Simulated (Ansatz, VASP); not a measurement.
# One calculation of ZnO, two programs

```
Zn O
1.0
     3.27829    0.00000    0.00000
    -1.63915    2.83908    0.00000
     0.00000    0.00000    5.28397
Zn O
2 2
Direct
  0.33333 0.66667 0.00100
  0.66667 0.33333 0.50100
  0.33333 0.66667 0.38110
  0.66667 0.33333 0.88110
```

Alike in both runs: task relaxation of cell and atoms; functional PBE; k mesh 12 × 12 × 6; occupations gaussian, width 0.02 eV; no spin polarisation.

|  | VASP | Ansatz |
| --- | --- | --- |
| version | VASP 6.6.1 | Ansatz 0.2.0 |
| potentials or method | VASP PAW PBE potentials, release 64 (Zn, O), cutoff 600 eV | scalar-relativistic, plane waves, PAW |
| valence electrons in the cell | 36 | 36 |

|  | VASP | Ansatz | Ansatz less VASP |
| --- | --- | --- | --- |
| gap on the k mesh at the Fermi level, each at its own relaxed structure (eV) | 0.72 | 0.74 | +0.022 |
| relaxed volume (Å³/atom) | 12.40 | 12.33 | -0.073 |
| relaxed length of the cell vector where the two differ most in proportion (Å) | 3.288 | 3.280 | -0.0083 |
